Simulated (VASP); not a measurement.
# CdTe (rocksalt type) (Fm-3m) in VASP: notebook

The runs below take CdTe (rocksalt type) through density of states, with PBEsol.

Everything below comes from runs of VASP 6.6.1. Logs are shortened: lines on timing, memory, paths and dates and some standing lists are left out, and cuts for length are marked.

## (1) The cell of the first run

The structure is cubic, space group Fm-3m (No. 225). The conventional cell has a = 4.915 Å, b = 4.915 Å, c = 4.915 Å, α = 90.00°, β = 90.00°, γ = 90.00°. Within 3.2 Å of Cd (site symmetry m-3m) lie 6 Te at 2.46 Å. Te (site symmetry m-3m) has 6 Cd at 2.46 Å within 3.2 Å.

## (2) Density of states, PBEsol (volume scaled by 0.55)

POSCAR reads:

```
CdTe
1.0
    0.0000000000      2.4573777546      2.4573777546
    2.4573777546      0.0000000000      2.4573777546
    2.4573777546      2.4573777546      0.0000000000
Cd Te
1 1
Direct
    0.0000000000      0.0000000000      0.0000000000
    0.5000000000      0.5000000000      0.5000000000
```

INCAR.step1 reads:

```
PREC = Accurate
ENCUT = 520
EDIFF = 1E-7
ISMEAR = -1
SIGMA = 0.05
LREAL = False
LASPH = True
NELM = 60
ALGO = Normal
ISIF = 2
LWAVE = False
LCHARG = True
GGA = PS
NBANDS = 16
```

KPOINTS.step1 reads:

```
regular mesh
0
Gamma
  13 13 13
```

INCAR.step2 reads:

```
PREC = Accurate
ENCUT = 520
EDIFF = 1E-7
ISMEAR = -5
SIGMA = 0.05
LREAL = False
LASPH = True
NELM = 60
ALGO = Normal
ISIF = 2
LWAVE = False
LCHARG = False
GGA = PS
LORBIT = 11
NEDOS = 1001
ICHARG = 11
```

KPOINTS.step2 reads:

```
regular mesh
0
Gamma
  20 20 20
```

Potentials or basis: VASP PAW PBE potentials, release 64 (Cd, Te).

On the command line:

```console
cat potpaw_PBE.64/Cd/POTCAR potpaw_PBE.64/Te/POTCAR > POTCAR
cp INCAR.step1 INCAR
cp KPOINTS.step1 KPOINTS
mpirun -np 1 vasp_std > vasp.out
cp INCAR.step2 INCAR
cp KPOINTS.step2 KPOINTS
mpirun -np 1 vasp_std > vasp.out
```

OUTCAR:

```text
PREC = Accurate
   ENCUT = 520
   EDIFF = 1E-7
   ISMEAR = -5
   LREAL = False
   LASPH = True
   NELM = 60
   ISIF = 2
   GGA = PS
   LORBIT = 11
   ICHARG = 11

 ion  position               nearest neighbor table
   1  0.000  0.000  0.000-   2 2.46   2 2.46   2 2.46   2 2.46   2 2.46   2 2.46
   2  0.500  0.500  0.500-   1 2.46   1 2.46   1 2.46   1 2.46   1 2.46   1 2.46

  LATTYP: Found a face centered cubic cell.
 ALAT       =     4.9147555092

  Lattice vectors:

 A1 = (   0.0000000000,   2.4573777546,   2.4573777546)
 A2 = (   2.4573777546,   0.0000000000,   2.4573777546)
 A3 = (   2.4573777546,   2.4573777546,   0.0000000000)

Analysis of symmetry for initial positions (statically):
=====================================================================
 Subroutine PRICEL returns:
 Original cell was already a primitive cell.

 Routine SETGRP: Setting up the symmetry group for a
 face centered cubic supercell.

 Subroutine GETGRP returns: Found 48 space group operations
 (whereof 48 operations were pure point group operations)
 out of a pool of 48 trial point group operations.

The static configuration has the point symmetry O_h .

Analysis of symmetry for dynamics (positions and initial velocities):
=====================================================================
 Subroutine PRICEL returns:
 Original cell was already a primitive cell.

 Routine SETGRP: Setting up the symmetry group for a
 face centered cubic supercell.

 Subroutine GETGRP returns: Found 48 space group operations
 (whereof 48 operations were pure point group operations)
 out of a pool of 48 trial point group operations.

The dynamic configuration has the point symmetry O_h .

 Subroutine INISYM returns: Found 48 space group operations
 (whereof 48 operations are pure point group operations),
 and found     1 'primitive' translations

----------------------------------------------------------------------------------------

                                     Primitive cell

  volume of cell :      29.6788

  direct lattice vectors                    reciprocal lattice vectors
     0.000000000  2.457377755  2.457377755    -0.203468921  0.203468921  0.203468921
     2.457377755  0.000000000  2.457377755     0.203468921 -0.203468921  0.203468921
     2.457377755  2.457377755  0.000000000     0.203468921  0.203468921 -0.203468921

  length of vectors
     3.475256948  3.475256948  3.475256948     0.352418509  0.352418509  0.352418509

  position of ions in fractional coordinates (direct lattice)
     0.000000000  0.000000000  0.000000000
     0.500000000  0.500000000  0.500000000

  ion indices of the primitive-cell ions
   primitive index   ion index
                 1           1
                 2           2

----------------------------------------------------------------------------------------

 KPOINTS: regular mesh

Automatic generation of k-mesh.
 Grid dimensions read from file:
 generate k-points for:   20   20   20

 Generating k-lattice:

  Cartesian coordinates                     Fractional coordinates (reciprocal lattice)
    -0.010173446  0.010173446  0.010173446     0.050000000  0.000000000  0.000000000
     0.010173446 -0.010173446  0.010173446     0.000000000  0.050000000  0.000000000
     0.010173446  0.010173446 -0.010173446     0.000000000  0.000000000  0.050000000

  Length of vectors
     0.017620925  0.017620925  0.017620925

  Shift w.r.t. Gamma in fractional coordinates (k-lattice)
     0.000000000  0.000000000  0.000000000

 TETIRR: Found   1093 inequivalent tetrahedra from    48000

 Subroutine IBZKPT returns following result:
 ===========================================

 Found    256 irreducible k-points:

 Following reciprocal coordinates:
            Coordinates               Weight
  0.000000  0.000000  0.000000      1.000000
  0.050000  0.000000  0.000000      8.000000
  0.100000  0.000000  0.000000      8.000000
  0.150000  0.000000  0.000000      8.000000
  0.200000  0.000000  0.000000      8.000000
  0.250000  0.000000  0.000000      8.000000
[... 16 lines left out ...]
 -0.400000  0.050000  0.000000     24.000000
 -0.350000  0.050000  0.000000     24.000000
 [... further k-points ...]
   k-points           NKPTS =    256   k-points in BZ     NKDIM =    256   number of bands    NBANDS=     13
   number of dos      NEDOS =   1001   number of ions     NIONS =      2
   total plane-waves  NPLWV =  21952
   dimension x,y,z NGX =    28 NGY =   28 NGZ =   28
   dimension x,y,z NGXF=    56 NGYF=   56 NGZF=   56
   ions per type =               1   1
   NGX,Y,Z   is equivalent  to a cutoff of  13.39, 13.39, 13.39 a.u.
   NGXF,Y,Z  is equivalent  to a cutoff of  26.79, 26.79, 26.79 a.u.
 SYSTEM =  unknown system
   PREC   = accura    normal or accurate (medium, high low for compatibility)
   ISTART =      0    job   : 0-new  1-cont  2-samecut
   ICHARG =     11    charge: 1-file 2-atom 10-const
   ISPIN  =      1    spin polarized calculation?
   LNONCOLLINEAR =      F non collinear calculations
   LSORBIT =      F    spin-orbit coupling
   LASPH  =      T    aspherical Exc in radial PAW
   ENCUT  =  520.0 eV  38.22 Ry    6.18 a.u.   6.46  6.46  6.46*2*pi/ulx,y,z
   NELM   =     60;   NELMIN=  2; NELMDL=  0     # of ELM steps
   EDIFF  = 0.1E-06   stopping-criterion for ELM
   LREAL  =      F    real-space projection
   EDIFFG = 0.1E-05   stopping-criterion for IOM
   NSW    =      0    number of steps for IOM
   IBRION =     -1    ionic relax: 0-MD 1-quasi-New 2-CG
   NFREE  =      0    steps in history (QN), initial steepest desc. (CG)
   ISIF   =      2    stress and relaxation
   ISYM   =      2    0-nonsym 1-usesym 2-fastsym
   POTIM  = 0.5000    time-step for ionic-motion
   TEBEG  =    0.0;   TEEND  =   0.0 temperature during run
   PSTRESS=    0.0 pullay stress
   NELECT =      18.0000    total number of electrons
   NUPDOWN=      -1.0000    fix difference up-down
   EMIN   =  10.00;   EMAX   =-10.00  energy-range for DOS
   EFERMI =   0.00;   METHOD = LEGACY
   ISMEAR =    -5;   SIGMA  =   0.05  broadening in eV -4-tet -1-fermi 0-gaus
   EFERMI_NEDOS =   21; number of points for ismear=-14 and -15
   IALGO  =     38    algorithm
   IMIX   =      4    mixing-type and parameters
     AMIX     =   0.40;   BMIX     =  1.00
     AMIX_MAG =   1.60;   BMIX_MAG =  1.00
  volume/ion in A,a.u.               =      14.84       100.14
  Fermi-wavevector in a.u.,A,eV,Ry     =   1.385746  2.618681 26.127172  1.920293
  Thomas-Fermi vector in A             =   2.510127
   LORBIT       =     11    0 simple, 1 ext, 2 COOP (PROOUT), +10 PAW based schemes
   GGA     = PS    functional components
   LHFCALC =     F    Hartree Fock is set to
   AEXX    =    0.0000 exact exchange contribution
   IVDW    =     0    specifies the selected vdW correction
   LEPSILON=     F    determine dielectric tensor
   LRPA    =     F    only Hartree local field effects (RPA)
 non-spin polarized calculation
 Fermi weights with tetrahedron method with Bloechl corrections
  energy-cutoff  :      520.00
  volume of cell :       29.68
 maximum number of plane-waves:       821
 NGX is ok and might be reduce to    28

 number of electron      18.0000004 magnetization

 Free energy of the ion-electron system (eV)
  ---------------------------------------------------
  ext. energy  EPLUGINS =         0.00000000
  ---------------------------------------------------
  free energy    TOTEN  =         1.07315550 eV

  energy without entropy =        1.07315550  energy(sigma->0) =        1.07315550

 E-fermi :  13.5186     XC(G=0): -13.2139

 val. band max:       13.6726511164   @ k =   0.4000   0.0000   0.0000
 cond. band min:      13.5226106583   @ k =  -0.4000   0.4500   0.0500
 fundamental gap:     -0.1500404581
 Fermi energy:        13.5186005935

 k-point     1 :       0.0000    0.0000    0.0000
  band No.  band energies     occupation
      1      -4.8795      2.00000
      2       1.6590      2.00000
      3       1.6590      2.00000
      4       1.6590      2.00000
      5       1.6669      2.00000
      6       1.6669      2.00000
      7      11.9934      2.00000
      8      11.9934      2.00000
      9      11.9934      2.00000
     10      18.7592      0.00000
     11      19.1427      0.00000
     12      20.6779      0.00000
     13      20.6779      0.00000

 k-point     2 :       0.0500    0.0000    0.0000
  band No.  band energies     occupation
      1      -4.8309      2.00000
      2       1.6410      2.00000
      3       1.6410      2.00000
      4       1.6475      2.00000
      5       1.6710      2.00000
      6       1.6710      2.00000
      7      11.6765      2.00000
      8      12.0325      2.00000
      9      12.0325      2.00000
     10      18.5590      0.00000
     11      19.3691      0.00000
     12      20.6767      0.00000
     13      20.6771      0.00000

 k-point     3 :       0.1000    0.0000    0.0000
  band No.  band energies     occupation
      1      -4.6857      2.00000
      2       1.5707      2.00000
      3       1.5707      2.00000
      4       1.6129      2.00000
      5       1.7021      2.00000
      6       1.7021      2.00000
      7      10.8643      2.00000
      8      12.1460      2.00000
      9      12.1460      2.00000
     10      18.1307      0.00000
     11      19.8741      0.00000
     12      20.5676      0.00000
     13      20.5676      0.00000

 k-point     4 :       0.1500    0.0000    0.0000
  band No.  band energies     occupation
      1      -4.4456      2.00000
      2       1.4635      2.00000
      3       1.4635      2.00000
      4       1.5552      2.00000
      5       1.7512      2.00000
      6       1.7512      2.00000
      7       9.7953      2.00000
      8      12.3238      2.00000
      9      12.3238      2.00000
     10      17.6287      0.00000
     11      20.1164      0.00000
     12      20.1164      0.00000
     13      20.3750      0.00000

 k-point     5 :       0.2000    0.0000    0.0000
  band No.  band energies     occupation
      1      -4.1145      2.00000
      2       1.3329      2.00000
      3       1.3329      2.00000
      4       1.4725      2.00000
      5       1.8140      2.00000
      6       1.8140      2.00000
      7       8.6369      2.00000
      8      12.5522      2.00000
      9      12.5522      2.00000
     10      17.1139      0.00000
     11      19.4283      0.00000
     12      19.4283      0.00000
     13      20.6260      0.00000
[... 257 lines left out ...]
 k-point    22 :      -0.4500    0.0500    0.0000
  band No.  band energies     occupation
      1      -1.4374      2.00000
      2       0.2860      2.00000
      3       0.7854      2.00000
      4       0.8581      2.00000
      5       2.1142      2.00000
      6       2.1394      2.00000
      7       4.2385      2.00000
      8      13.0648      2.03734
      9      13.8265      0.15304
     10      15.6226      0.00000
     11      16.5668      0.00000
     12      16.7556      0.00000
     13      20.8031      0.00000

 k-point    23 :      -0.4000    0.0500    0.0000
  band No.  band energies     occupation
      1      -1.8861      2.00000
      2       0.5529      2.00000
      3       0.8138      2.00000
      4       0.9377      2.00000
      5       2.0775      2.00000
      6       2.1208      2.00000
      7       4.6062      2.00000
      8      12.7860      2.07512
      9      13.9796     -0.32148
     10      15.7085      0.00000
     11      16.5668      0.00000
     12      17.1382      0.00000
     13      20.8506      0.00000

 k-point    24 :      -0.3500    0.0500    0.0000
  band No.  band energies     occupation
      1      -2.4444      2.00000
      2       0.7997      2.00000
      3       0.8786      2.00000
      4       1.0674      2.00000
      5       2.0224      2.00000
      6       2.0797      2.00000
      7       5.2577      2.00000
      8      12.5078      2.01354
      9      13.9487     -0.38037
     10      15.9212      0.00000
     11      16.8413      0.00000
     12      17.5844      0.00000
     13      20.9319      0.00000

 [... further k-points ...]

------------------------ aborting loop because EDIFF is reached ----------------------------------------

  FORCE on cell =-STRESS in cart. coord.  units (eV):
  Direction    XX          YY          ZZ          XY          YZ          ZX
  --------------------------------------------------------------------------------------
  -------------------------------------------------------------------------------------
  Total       27.4921955     27.4921955     27.4921955      0.0000000     -0.0000000      0.0000000
  in kB     1484.1378533   1484.1378533   1484.1378533      0.0000000     -0.0000000      0.0000000
  external PRESSURE =    1484.1378533 kB  Pullay stress =       0.0000000 kB

 VOLUME and BASIS-vectors are now :
 -----------------------------------------------------------------------------
  energy-cutoff  :      520.00
  volume of cell :       29.68
      direct lattice vectors                 reciprocal lattice vectors
     0.000000000  2.457377755  2.457377755    -0.203468921  0.203468921  0.203468921
     2.457377755  0.000000000  2.457377755     0.203468921 -0.203468921  0.203468921
     2.457377755  2.457377755  0.000000000     0.203468921  0.203468921 -0.203468921

 POSITION                                       TOTAL-FORCE (eV/Angst)
 -----------------------------------------------------------------------------------
      0.00000      0.00000      0.00000         0.000000     -0.000000      0.000000
      2.45738      2.45738      2.45738        -0.000000      0.000000     -0.000000
 -----------------------------------------------------------------------------------
    total drift:                               -0.000000      0.000000      0.000000

  FREE ENERGIE OF THE ION-ELECTRON SYSTEM (eV)
  ---------------------------------------------------
  free  energy   TOTEN  =         1.0731555012 eV

  energy  without entropy=        1.0731555012  energy(sigma->0) =        1.07315550

 total charge

# of ion       s       p       d       tot
------------------------------------------
    1        0.673   0.798   9.640  11.111
    2        1.408   2.405   0.173   3.986
--------------------------------------------------
tot          2.081   3.203   9.812  15.097
```

It took 2.9 min on 1 thread of AMD EPYC 7R13, shared host; peak memory 0.21 GiB.

Results:

```
Valence electrons inside the program's atomic spheres : Cd 11.11; Te 3.99
```

Caveat: the cell differs from its parent crystal (volume scaled by 0.55); the PAW data sets were made with another functional, which shifts forces and pressure a little; spin-orbit coupling is left out, which moves the levels of the heavy elements; tetrahedron occupations give inexact forces and stress in metals.

## (3) Density of states, PBEsol

This run uses another cell than the first one, of 26.98 Å³/atom, 1.818 times its volume.

POSCAR reads:

```
CdTe
1.0
    0.0000000000      2.9992847040      2.9992847040
    2.9992847040      0.0000000000      2.9992847040
    2.9992847040      2.9992847040      0.0000000000
Cd Te
1 1
Direct
    0.0000000000      0.0000000000      0.0000000000
    0.5000000000      0.5000000000      0.5000000000
```

INCAR.step1 reads:

```
ALGO = Normal
EDIFF = 1E-6
ENCUT = 520
GGA = PS
ISIF = 2
ISMEAR = -1
LASPH = T
LCHARG = T
LREAL = F
LWAVE = F
NBANDS = 16
NELM = 100
PREC = Accurate
SIGMA = 0.05
```

KPOINTS.step1 reads:

```
k-points
0
Gamma
  13 13 13
```

INCAR.step2 reads:

```
ALGO = Normal
EDIFF = 1E-6
ENCUT = 520
GGA = PS
ICHARG = 11
ISIF = 2
ISMEAR = -5
LASPH = T
LCHARG = F
LORBIT = 11
LREAL = F
LWAVE = F
NBANDS = 16
NEDOS = 1001
NELM = 100
PREC = Accurate
SIGMA = 0.05
```

KPOINTS.step2 reads:

```
k-points
0
Gamma
  20 20 20
```

Potentials or basis: VASP PAW PBE potentials, release 64 (Cd, Te).

On the command line:

```console
cat potpaw_PBE.64/Cd/POTCAR potpaw_PBE.64/Te/POTCAR > POTCAR
cp INCAR.step1 INCAR
cp KPOINTS.step1 KPOINTS
mpirun -np 1 vasp_std > vasp.out
cp INCAR.step2 INCAR
cp KPOINTS.step2 KPOINTS
mpirun -np 1 vasp_std > vasp.out
```

It took 3.3 min on 1 thread of AMD EPYC 7R13, shared host; peak memory 0.32 GiB.

It converged, with:

```yaml
Valence_electrons_inside_the_program's_atomic_spheres: Cd 10.26; Te 3.40
```

Levels at points of the mesh, in eV from the Fermi level:
```
           k point  band 7  band 8  band 9  band 10  band 11  band 12
(0.00, 0.00, 0.00)   -0.45   -0.45   -0.45     0.56     7.15     7.15
(0.50, 0.00, 0.00)   -5.41    0.05    0.05     2.67     3.96     3.96
(0.50, 0.50, 0.00)   -4.40   -2.20   -2.20    -1.31     4.15     9.51
```

Caveat: the PAW data sets were made with another functional, which shifts forces and pressure a little; spin-orbit coupling is left out, which moves the levels of the heavy elements; tetrahedron occupations give inexact forces and stress in metals.

(Continued in part 2 of 2.)
